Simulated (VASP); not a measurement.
A run of VASP 6.6.1 is set up as follows.

Contents of INCAR:

```
PREC = Accurate ; ENCUT = 520
EDIFF = 1E-6 ; ISMEAR = -1
SIGMA = 0.03 ; LREAL = False
LASPH = True ; NELM = 80
ALGO = Normal ; ISIF = 2
LWAVE = False ; LCHARG = False
GGA = PE ; NBANDS = 10
```

The input KPOINTS:

```
Automatic mesh
0
Gamma
  18 18 18
```

POSCAR

```
Ir
1.0
    0.0000000000      1.9647578834      1.9647578834
    1.9647578834      0.0000000000      1.9647578834
    1.9647578834      1.9647578834      0.0000000000
Ir
1
Direct
    0.0000000000      0.0000000000      0.0000000000
```

Potentials or basis: VASP PAW PBE potentials, release 64 (Ir).

Launch:

```sh
$ cat potpaw_PBE.64/Ir/POTCAR > POTCAR
$ mpirun -np 1 vasp_std > vasp.out
```

Question: Estimate the pressure.

Answer: -13.7 GPa.
